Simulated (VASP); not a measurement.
Runs of VASP 6.6.1 on Ga3SbAs2. The structure is that of space group P3m1 (No. 156), or close to it. The cells are those of the table. 

| task | cell | k mesh | cutoff (eV) | gap on the mesh (eV) | pressure (GPa) | largest force (eV/Å) |
| --- | --- | --- | --- | --- | --- | --- |
| single point | a = 4.181, b = 4.181, c = 10.238 Å, angles 90.0, 90.0, 120.0°, 6 atoms | 6 × 6 × 2 | 520 | none | 0.1 | 0.02 |
| relaxation of cell and atoms | relaxed from a = 3.977, b = 3.977, c = 9.743 Å, angles 90.0, 90.0, 120.0°, 6 atoms | 6 × 6 × 2 | 600 | none | 0.0 | 0.02 |
| single point | a = 3.977, b = 3.977, c = 9.743 Å, angles 90.0, 90.0, 120.0°, 6 atoms | 6 × 6 × 2 | 520 | (a) | 12.2 | 1.59 |
| single point | a = 4.178, b = 4.178, c = 10.239 Å, angles 90.0, 90.0, 120.0°, 6 atoms | 12 × 12 × 4 | 520 | none | 0.1 | 0.01 |

Alike in all rows: level PBE; potentials or basis VASP PAW PBE potentials, release 64 (Ga_d, Sb, As); no spin polarisation; smearing gaussian 0.1 eV.

Task: Estimate the missing entries.

Result: (a) 0.55.

Caveats: spin-orbit coupling is left out, which moves the levels of the heavy elements; forces of over 1 eV/Å act on the atoms, so gaps and moduli don't describe the material at rest (some runs).

A k mesh can miss the band edges, and the runs leave out spin-orbit coupling on As, Ga, Sb.

A gap of «none» marks levels without a gap at the run's occupations.
